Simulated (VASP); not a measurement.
Crystal: ZrB2.

```
CELL_PARAMETERS angstrom
-2.24032 2.24032 3.53460
2.24032 -2.24032 3.53460
2.24032 2.24032 -3.53460
ATOMIC_POSITIONS crystal
Zr 0.19083 0.19083 0.00000
Zr 0.80917 0.80917 0.00000
B 0.50000 0.19381 0.69381
B 0.50000 0.80619 0.30619
B 0.80619 0.50000 0.30619
B 0.19381 0.50000 0.69381
```

The cell was generated, and may not be a known phase.

| Property | Result |
| --- | --- |
| Program | VASP 6.6.1 |
| Task | relaxation of cell and atoms |
| Functional | PBE |
| Potentials or basis | VASP PAW PBE potentials, release 64 (Zr_sv, B) |
| Cutoff | 600 eV |
| k mesh | 6 × 6 × 6 |
| Occupations | gaussian, width 0.1 eV |
| Spin | no spin polarisation |

At the start: pressure -12.9 GPa; volume 11.83 Å³/atom.

Task: Where does the relaxation end?

Result: Over 8 steps the energy falls by 214.0 meV/atom and the volume is 10.89 Å³/atom (-7.9 %); space group I4/mmm (No. 139, to 0.1 Å) before and after.

Step by step:
| step | energy change (eV) | largest force (eV/Å) | pressure (GPa) | volume (Å³) |
| --- | --- | --- | --- | --- |
| 1 | 0.0000 | 1.1846 | -12.92 | 70.96 |
| 2 | -0.9208 | 1.5721 | 16.62 | 61.04 |
| 3 | -1.2077 | 0.9226 | 4.26 | 64.07 |
| 4 | -1.2730 | 0.2871 | -1.73 | 66.02 |
| 5 | -1.2800 | 0.2687 | -0.44 | 65.54 |
| 6 | -1.2824 | 0.1523 | 0.06 | 65.38 |
| 7 | -1.2836 | 0.0436 | -0.11 | 65.44 |
| 8 | -1.2837 | 0.0207 | 0.08 | 65.37 |

Final structure:
```
Zr B
1.0
    -2.08302    2.08302    3.76633
     2.08302   -2.08302    3.76633
     2.08302    2.08302   -3.76633
Zr B
2 4
Direct
  0.19126 0.19126 0.00000
  0.80874 0.80874 0.00000
  0.50000 0.20105 0.70105
  0.50000 0.79895 0.29895
  0.79895 0.50000 0.29895
  0.20105 0.50000 0.70105
```
